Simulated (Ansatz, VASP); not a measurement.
**Two plane-wave programs on Si12O23**

```
CELL_PARAMETERS angstrom
-2.45095 4.24517 5.39880
4.90190 0.00000 5.39880
4.90190 8.49034 0.00000
ATOMIC_POSITIONS crystal
Si 0.93399 0.40562 0.03024
Si 0.57602 0.09106 0.94575
Si 0.00239 0.99723 0.27159
Si 0.93584 0.40136 0.53927
Si 0.56834 0.09653 0.45072
Si 0.03239 0.99991 0.77135
Si 0.44569 0.89741 0.27914
Si 0.06688 0.59481 0.20517
Si 0.51190 0.49686 0.51501
Si 0.38367 0.91918 0.78503
Si 0.07770 0.59960 0.69999
Si 0.48843 0.50094 0.01568
O 0.02591 0.18284 0.12268
O 0.98962 0.57301 0.07534
O 0.30875 0.55835 0.15717
O 0.46619 0.31080 0.97693
O 0.53146 0.91692 0.10063
O 0.20381 0.92131 0.33095
O 0.05635 0.18430 0.61898
O 0.98029 0.58021 0.57972
O 0.31700 0.57404 0.63881
O 0.47145 0.32419 0.46669
O 0.49353 0.93649 0.60632
O 0.55570 0.67863 0.36640
O 0.49642 0.07251 0.31885
O 0.81185 0.05971 0.40584
O 0.96653 0.82079 0.22396
O 0.00724 0.42777 0.35961
O 0.69689 0.41263 0.59367
O 0.47360 0.68897 0.86971
O 0.46802 0.06723 0.83273
O 0.81872 0.07415 0.88946
O 0.98663 0.81878 0.73269
O 0.03173 0.42262 0.85253
O 0.69315 0.44876 0.06579
```

Alike in both runs: functional PBE; k mesh 2 × 2 × 1; occupations gaussian, width 0.05 eV; no spin polarisation.

Ansatz relaxed the structure, and its values are those at the end. VASP's run is a single point on that final structure, the one shown.

```csv
,VASP,Ansatz
version,VASP 6.6.1,Ansatz 0.2.0
potentials or method,"VASP PAW PBE potentials, release 64 (Si, O), cutoff 520 eV","scalar-relativistic, plane waves, PAW"
valence electrons in the cell,186,186
```

|  | VASP | Ansatz | Ansatz less VASP |
| --- | --- | --- | --- |
| rms of the force components (eV/Å) | 0.009 | 0.004 | -0.0046 |

With one functional, cell and mesh, what is left measures potentials, basis and numerics.

The k mesh is coarse, so the values compare programs but aren't converged.
